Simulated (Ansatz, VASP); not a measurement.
**LiGeBr3 in VASP and in Ansatz**

INCAR

```
PREC = Accurate
ENCUT = 520
EDIFF = 1E-7
ISMEAR = 0
SIGMA = 0.1
LREAL = F
LASPH = T
NELM = 100
ALGO = Normal
ISIF = 2
LWAVE = F
LCHARG = T
GGA = PE
LELF = T
LVHAR = T
NBANDS = 49
```

Contents of KPOINTS:

```
Automatic mesh
0
Gamma
  4 4 4
```

POSCAR

```
LiGeBr3
1.0
    6.7617293200      0.0000000000      0.0000000000
    0.0000000000      6.7617293200      0.0000000000
    0.0000000000      0.0000000000      4.7812646600
Li Ge Br
2 2 6
Direct
    0.0000000000      0.5000000000      0.5000000000
    0.5000000000      0.0000000000      0.5000000000
    0.5000000000      0.5000000000      0.0000000000
    0.0000000000      0.0000000000      0.0000000000
    0.7883652000      0.2883652000      0.0000000000
    0.7116348000      0.7883652000      0.0000000000
    0.5000000000      0.5000000000      0.5000000000
    0.2116348000      0.7116348000      0.0000000000
    0.2883652000      0.2116348000      0.0000000000
    0.0000000000      0.0000000000      0.5000000000
```

Input for Ansatz:

```yaml
crystal:
  lattice:
    - [6.76172932, 0.0, 0.0]
    - [0.0, 6.76172932, 0.0]
    - [0.0, 0.0, 4.78126466]
  atoms:
    - { symbol: Li, position: [0.0, 0.5, 0.5] }
    - { symbol: Li, position: [0.5, 0.0, 0.5] }
    - { symbol: Ge, position: [0.5, 0.5, 0.0] }
    - { symbol: Ge, position: [0.0, 0.0, 0.0] }
    - { symbol: Br, position: [0.7883652, 0.2883652, 0.0] }
    - { symbol: Br, position: [0.7116348, 0.7883652, 0.0] }
    - { symbol: Br, position: [0.5, 0.5, 0.5] }
    - { symbol: Br, position: [0.2116348, 0.7116348, 0.0] }
    - { symbol: Br, position: [0.2883652, 0.2116348, 0.0] }
    - { symbol: Br, position: [0.0, 0.0, 0.5] }
basis:
  ecutwfc: 420
kpoints:
  mp_grid: { grid: [4, 4, 4] }
hamiltonian:
  xc: pbe
scf:
  occupations: { method: gaussian, width: 0.1 }
  lower_state_search: "off"
output:
  forces: true
  stress: true
  eigenvalues: true
```

Alike in both runs: task single point; functional PBE; k mesh 4 × 4 × 4; occupations gaussian, width 0.1 eV; no spin polarisation.

|  | VASP | Ansatz |
| --- | --- | --- |
| version | VASP 6.6.1 | Ansatz 0.2.0 |
| potentials or method | VASP PAW PBE potentials, release 64 (Li_sv, Ge_d, Br), cutoff 520 eV | scalar-relativistic, plane waves, PAW |
| valence electrons in the cell | 76 | 76 |

VASP gave:

```
gap on the k mesh at the Fermi level (eV) : none
rms of the force components (eV/Å)        : 0.359
```

Task: Which values does Ansatz return?

Result: gap on the k mesh at the Fermi level (eV): none; rms of the force components (eV/Å): 0.358.

Atom by atom the forces differ by 0.001 eV/Å (rms over components). A gap of «none» marks a metal or a gap that the smearing closes.

Noted on VASP's run: the cutoff is under 1.25 times that of the potentials, so the pressure is a little rough.
